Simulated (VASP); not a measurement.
A run of VASP 6.6.1 is set up as follows.

INCAR

```
SYSTEM = PtSe2
  ALGO = Normal
  EDIFF = 1E-6
  EDIFFG = -0.01
  ENCUT = 600
  GGA = PE
  IBRION = 2
  ISIF = 4
  ISMEAR = 0
  LASPH = .TRUE.
  LCHARG = .FALSE.
  LREAL = .FALSE.
  LWAVE = .FALSE.
  NELM = 80
  NSW = 50
  PREC = Accurate
  SIGMA = 0.02
```

KPOINTS

```
k-points
0
G
  12 12 4
  0 0 0
```

The input POSCAR:

```
PtSe2
1.0
    3.7886742631      0.0000000000      0.0000000000
   -1.8943371315      3.2810881585      0.0000000000
    0.0000000000      0.0000000000      6.5786509734
Pt Se
1 2
Direct
    0.0000000000      0.0000000000      0.0000000000
    0.3333333333      0.6666666667      0.2005958070
    0.6666666667      0.3333333333      0.7994041930
```

Potentials or basis: VASP PAW PBE potentials, release 64 (Pt, Se).

Command:

```console
$ cat potpaw_PBE.64/Pt/POTCAR potpaw_PBE.64/Se/POTCAR > POTCAR
$ mpirun -np 1 vasp_std > vasp.out
```

Problem. Predict the band gap on the k mesh.

Solution. 0.99 eV (least direct gap 1.12 eV).

Forces in eV/Å, atoms in the order of the input:
```
Pt   0.000  0.000  0.000
Se   0.000  0.000  0.002
Se   0.000  0.000 -0.002
```

Caveat: spin-orbit coupling is left out, which moves the levels of the heavy elements. A k mesh can miss the band edges.
